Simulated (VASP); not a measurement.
CaAuC4N4: relaxation of cell and atoms with PBE

CaAuC4N4:

```
Ca C Au N
1.0
     6.11645    0.00000    0.00000
     0.00000    6.11645    0.00000
     0.00000    0.00000    6.11645
Ca C Au N
1 4 1 4
Cartesian
  3.0582 3.0582 3.0582
  1.1068 1.1068 1.1068
  1.1068 5.0097 5.0097
  5.0097 1.1068 5.0097
  5.0097 5.0097 1.1068
  0.0000 0.0000 0.0000
  1.7823 1.7823 1.7823
  1.7823 4.3342 4.3342
  4.3342 1.7823 4.3342
  4.3342 4.3342 1.7823
```

```yaml
Program: VASP 6.6.1
Task: relaxation of cell and atoms
Functional: PBE
Potentials_or_basis: VASP PAW PBE potentials, release 64 (Ca_sv, C, Au, N)
Cutoff: 600 eV
k_mesh: 4 × 4 × 4
Occupations: gaussian, width 0.1 eV
Spin: no spin polarisation
Dipole_correction: no
Further_INCAR_settings: ALGO = Normal; EDIFF = 1e-06; IBRION = 2; EDIFFG = -0.04; NSW = 90; ISIF = 3
```

```
Relaxed volume                        : 27.24 Å³/atom
Relaxed cell                          : a = 6.483 Å, b = 6.483 Å, c = 6.483 Å, α = 90.00°, β = 90.00°, γ = 90.00°
Space group after relaxing (to 0.1 Å) : P-43m (No. 215)
Energy gained by relaxing             : 116.1 meV/atom
Ionic steps                           : 12
Pressure after relaxing               : -0.1 GPa
Largest force after relaxing          : 0.039 eV/Å
Band gap on the k mesh                : zero (an odd number of electrons rules out a gap without spin polarisation)
```

Forces in eV/Å, atoms in the order of the input:
```
Ca   0.000  0.000  0.000
C   -0.022 -0.022 -0.022
C   -0.022  0.022  0.022
C    0.022 -0.022  0.022
C    0.022  0.022 -0.022
Au   0.000  0.000  0.000
N   -0.009 -0.009 -0.009
N   -0.009  0.009  0.009
N    0.009 -0.009  0.009
N    0.009  0.009 -0.009
```

The path:
```csv
step,energy change (eV),largest force (eV/Å),pressure (GPa),volume (Å³)
1,0.0000,2.0786,8.61,228.82
2,-0.2681,8.1473,6.02,272.00
3,-0.7555,3.8177,6.29,250.99
4,-1.1456,0.7383,-0.17,268.58
5,-1.1480,0.4369,0.24,267.23
6,-1.1532,0.2903,0.16,268.77
7,-1.1557,0.1242,0.06,270.77
8,-1.1564,0.1141,0.03,270.92
9,-1.1583,0.1564,-0.07,271.36
10,-1.1601,0.2413,-0.23,272.24
11,-1.1606,0.1857,-0.19,272.29
12,-1.1614,0.0386,-0.08,272.42
```

Final structure:
```cif
data_structure
_symmetry_space_group_name_H-M 'P 1'
_symmetry_Int_Tables_number 1
_cell_length_a 6.4826
_cell_length_b 6.4826
_cell_length_c 6.4826
_cell_angle_alpha 90.000
_cell_angle_beta 90.000
_cell_angle_gamma 90.000
_cell_volume 272.42
loop_
_atom_site_label
_atom_site_type_symbol
_atom_site_fract_x
_atom_site_fract_y
_atom_site_fract_z
_atom_site_occupancy
Ca1 Ca 0.50000 0.50000 0.50000 1
C1 C 0.18625 0.18625 0.18625 1
C2 C 0.18625 0.81375 0.81375 1
C3 C 0.81375 0.18625 0.81375 1
C4 C 0.81375 0.81375 0.18625 1
Au1 Au 0.00000 0.00000 0.00000 1
N1 N 0.29077 0.29077 0.29077 1
N2 N 0.29077 0.70923 0.70923 1
N3 N 0.70923 0.29077 0.70923 1
N4 N 0.70923 0.70923 0.29077 1
```

Levels at points of the mesh, in eV from the Fermi level:
```tsv
k point	band 25	band 26	band 27	band 28	band 29	band 30	band 31	band 32	band 33	band 34
(0.00, 0.00, 0.00)	-1.92	-1.92	-0.08	-0.08	-0.08	4.82	4.82	4.82	5.01	5.01
(0.50, 0.00, 0.00)	-1.82	-1.76	-0.12	-0.05	-0.05	4.80	4.98	5.05	5.05	5.24
(0.50, 0.50, 0.00)	-1.79	-1.66	-0.12	-0.04	-0.04	4.81	4.95	5.29	5.29	5.33
(0.50, 0.50, 0.50)	-1.75	-1.75	-0.06	-0.06	-0.06	5.02	5.02	5.20	5.20	5.20
```

It took 6.7 min on 1 thread of AMD EPYC 9R45 96-Core Processor (Zen 5) (shared host), peak memory 0.42 GiB.

Caveat: the volume moved by over 15 % at a fixed basis, so the end points are rough; spin-orbit coupling is left out, which moves the levels of the heavy elements; an odd number of electrons without spin polarisation forces a metal; a magnetic or distorted state may lie lower.
